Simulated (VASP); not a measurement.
# Al (Fm-3m) in VASP: a series of runs

The runs below take Al through single point, relaxation of cell and atoms, with PBEsol.

Program: VASP 6.6.1. These are calculated values, not measurements. Logs are shortened: lines on timing, memory, paths and dates and some standing lists are left out, and cuts for length are marked.

## (1) The cell of the first run

The structure is cubic, space group Fm-3m (No. 225). The conventional cell has a = 4.017 Å, b = 4.017 Å, c = 4.017 Å, α = 90.00°, β = 90.00°, γ = 90.00°. Al (site symmetry m-3m) has 12 Al at 2.84 Å within 3.7 Å.

## (2) Single point, PBEsol

Input file INCAR:

```
ALGO = Normal
EDIFF = 1E-6
ENCUT = 500
GGA = PS
GGA_COMPAT = F
ISIF = 2
ISMEAR = -1
LASPH = T
LCHARG = T
LELF = T
LREAL = F
LVHAR = T
LWAVE = F
NBANDS = 8
NELM = 120
PREC = Accurate
SIGMA = 0.15
```

Input file KPOINTS:

```
k-points
0
Gamma
  20 20 20
```

Input file POSCAR:

```
Al
1.0
    0.0000000000      2.0082503696      2.0082503696
    2.0082503696      0.0000000000      2.0082503696
    2.0082503696      2.0082503696      0.0000000000
Al
1
Direct
    0.0000000000      0.0000000000      0.0000000000
```

Potentials or basis: VASP PAW PBE potentials, release 64 (Al).

Run with:

```bash
> cat potpaw_PBE.64/Al/POTCAR > POTCAR
> mpirun -np 1 vasp_std > vasp.out
```

OUTCAR:

```text
EDIFF = 1E-6
   ENCUT = 500
   GGA = PS
   ISIF = 2
   ISMEAR = -1
   LASPH = T
   LREAL = F
   NELM = 120
   PREC = Accurate

 ion  position               nearest neighbor table
   1  0.000  0.000  0.000-

  LATTYP: Found a face centered cubic cell.
 ALAT       =     4.0165007392

  Lattice vectors:

 A1 = (   0.0000000000,   2.0082503696,   2.0082503696)
 A2 = (   2.0082503696,   0.0000000000,   2.0082503696)
 A3 = (   2.0082503696,   2.0082503696,   0.0000000000)

Analysis of symmetry for initial positions (statically):
=====================================================================
 Subroutine PRICEL returns:
 Original cell was already a primitive cell.

 Routine SETGRP: Setting up the symmetry group for a
 face centered cubic supercell.

 Subroutine GETGRP returns: Found 48 space group operations
 (whereof 48 operations were pure point group operations)
 out of a pool of 48 trial point group operations.

The static configuration has the point symmetry O_h .

Analysis of symmetry for dynamics (positions and initial velocities):
=====================================================================
 Subroutine PRICEL returns:
 Original cell was already a primitive cell.

 Routine SETGRP: Setting up the symmetry group for a
 face centered cubic supercell.

 Subroutine GETGRP returns: Found 48 space group operations
 (whereof 48 operations were pure point group operations)
 out of a pool of 48 trial point group operations.

The dynamic configuration has the point symmetry O_h .

 Subroutine INISYM returns: Found 48 space group operations
 (whereof 48 operations are pure point group operations),
 and found     1 'primitive' translations

----------------------------------------------------------------------------------------

                                     Primitive cell

  volume of cell :      16.1988

  direct lattice vectors                    reciprocal lattice vectors
     0.000000000  2.008250370  2.008250370    -0.248972941  0.248972941  0.248972941
     2.008250370  0.000000000  2.008250370     0.248972941 -0.248972941  0.248972941
     2.008250370  2.008250370  0.000000000     0.248972941  0.248972941 -0.248972941

  length of vectors
     2.840094909  2.840094909  2.840094909     0.431233783  0.431233783  0.431233783

  position of ions in fractional coordinates (direct lattice)
     0.000000000  0.000000000  0.000000000

[... 70 lines left out ...]
   LNONCOLLINEAR =      F non collinear calculations
   LSORBIT =      F    spin-orbit coupling
   LASPH  =      T    aspherical Exc in radial PAW
   ENCUT  =  500.0 eV  36.75 Ry    6.06 a.u.   5.18  5.18  5.18*2*pi/ulx,y,z
   NELM   =    120;   NELMIN=  2; NELMDL= -5     # of ELM steps
   EDIFF  = 0.1E-05   stopping-criterion for ELM
   LREAL  =      F    real-space projection
   EDIFFG = 0.1E-04   stopping-criterion for IOM
   NSW    =      0    number of steps for IOM
   IBRION =     -1    ionic relax: 0-MD 1-quasi-New 2-CG
   NFREE  =      0    steps in history (QN), initial steepest desc. (CG)
   ISIF   =      2    stress and relaxation
   ISYM   =      2    0-nonsym 1-usesym 2-fastsym
   POTIM  = 0.5000    time-step for ionic-motion
   TEBEG  =    0.0;   TEEND  =   0.0 temperature during run
   PSTRESS=    0.0 pullay stress
   NELECT =       3.0000    total number of electrons
   NUPDOWN=      -1.0000    fix difference up-down
   EMIN   =  10.00;   EMAX   =-10.00  energy-range for DOS
   EFERMI =   0.00;   METHOD = LEGACY
   ISMEAR =    -1;   SIGMA  =   0.15  broadening in eV -4-tet -1-fermi 0-gaus
   EFERMI_NEDOS =   21; number of points for ismear=-14 and -15
   IALGO  =     38    algorithm
   IMIX   =      4    mixing-type and parameters
     AMIX     =   0.40;   BMIX     =  1.00
     AMIX_MAG =   1.60;   BMIX_MAG =  1.00
  volume/ion in A,a.u.               =      16.20       109.32
  Fermi-wavevector in a.u.,A,eV,Ry     =   0.933156  1.763408 11.847672  0.870779
  Thomas-Fermi vector in A             =   2.059828
   LORBIT       =      0    0 simple, 1 ext, 2 COOP (PROOUT), +10 PAW based schemes
   GGA     = PS    functional components
   LHFCALC =     F    Hartree Fock is set to
   AEXX    =    0.0000 exact exchange contribution
   IVDW    =     0    specifies the selected vdW correction
   LEPSILON=     F    determine dielectric tensor
   LRPA    =     F    only Hartree local field effects (RPA)
 non-spin polarized calculation
  energy-cutoff  :      500.00
  volume of cell :       16.20
 maximum number of plane-waves:       424
 NGX is ok and might be reduce to    24
   NGX = 11   NGY = 11   NGZ = 11

 number of electron       3.0000000 magnetization

 Free energy of the ion-electron system (eV)
  ---------------------------------------------------
  ext. energy  EPLUGINS =         0.00000000
  ---------------------------------------------------
  free energy    TOTEN  =        -4.10687001 eV

  energy without entropy =       -4.07709034  energy(sigma->0) =       -4.09198018

 E-fermi :   8.1603     XC(G=0): -10.3242

 val. band max:        8.1403390870   @ k =  -0.4500   0.4500   0.1000
 cond. band min:       8.1609509873   @ k =  -0.4000   0.3500   0.0000
 fundamental gap:      0.0206119003
 Fermi energy:         8.1602916219

 k-point     1 :       0.0000    0.0000    0.0000
  band No.  band energies     occupation
      1      -3.1148      2.00000
      2      20.8398      0.00000
      3      20.8398      0.00000
      4      20.8398      0.00000
      5      22.4716      0.00000
      6      22.4716      0.00000
      7      22.4716      0.00000
      8      24.7611      0.00000
[... 243 lines left out ...]
 k-point    24 :      -0.3500    0.0500    0.0000
  band No.  band energies     occupation
      1       0.5962      2.00000
      2       7.5903      1.95623
      3      17.5638      0.00000
      4      20.1417      0.00000
      5      20.1808      0.00000
      6      21.5565      0.00000
      7      23.2476      0.00000
      8      25.8479      0.00000

 [... further k-points ...]
[... 5 lines left out ...]
  --------------------------------------------------------------------------------------
  -------------------------------------------------------------------------------------
  Total        0.0052052      0.0052052      0.0052052      0.0000000      0.0000000     -0.0000000
  in kB        0.5148331      0.5148331      0.5148331      0.0000000      0.0000000     -0.0000000
  external PRESSURE =       0.5148331 kB  Pullay stress =       0.0000000 kB

 VOLUME and BASIS-vectors are now :
 -----------------------------------------------------------------------------
  energy-cutoff  :      500.00
  volume of cell :       16.20
      direct lattice vectors                 reciprocal lattice vectors
     0.000000000  2.008250370  2.008250370    -0.248972941  0.248972941  0.248972941
     2.008250370  0.000000000  2.008250370     0.248972941 -0.248972941  0.248972941
     2.008250370  2.008250370  0.000000000     0.248972941  0.248972941 -0.248972941

 POSITION                                       TOTAL-FORCE (eV/Angst)
 -----------------------------------------------------------------------------------
      0.00000      0.00000      0.00000         0.000000      0.000000      0.000000
 -----------------------------------------------------------------------------------
    total drift:                               -0.000000      0.000000      0.000000

  FREE ENERGIE OF THE ION-ELECTRON SYSTEM (eV)
  ---------------------------------------------------
  free  energy   TOTEN  =        -4.1068700138 eV

  energy  without entropy=       -4.0770903363  energy(sigma->0) =       -4.09198018
```

OSZICAR:

```text
N       E                     dE             d eps       ncg     rms          rms(c)
DAV:   1    -0.272871924563E+01   -0.27287E+01   -0.81498E+02  4112   0.194E+02
DAV:   2    -0.412839859353E+01   -0.13997E+01   -0.13341E+01  5648   0.187E+01
DAV:   3    -0.413564368879E+01   -0.72451E-02   -0.72410E-02  5328   0.149E+00
DAV:   4    -0.413566394964E+01   -0.20261E-04   -0.20261E-04  6360   0.663E-02
DAV:   5    -0.413566399237E+01   -0.42737E-07   -0.42171E-07  5336   0.175E-03    0.142E+00
DAV:   6    -0.411848693999E+01    0.17177E-01   -0.21254E-03  5616   0.192E-01    0.809E-01
DAV:   7    -0.410688660895E+01    0.11600E-01   -0.58216E-03  5400   0.308E-01    0.171E-01
DAV:   8    -0.410687072618E+01    0.15883E-04   -0.20204E-05  6072   0.303E-02    0.105E-02
DAV:   9    -0.410687001382E+01    0.71236E-06   -0.34604E-07  5632   0.270E-03
   1 F= -.41068700E+01 E0= -.40919802E+01  d E =-.297797E-01
```

It took 11 s on 1 thread of Intel Xeon Platinum 8488C (Sapphire Rapids), shared host; peak memory 0.15 GiB.

What came out:

- Free energy: -4.1069 eV
- Pressure: 0.1 GPa

Caveat: the PAW data sets were made with another functional, which shifts forces and pressure a little.

(Part 1 of 2 ends here.)
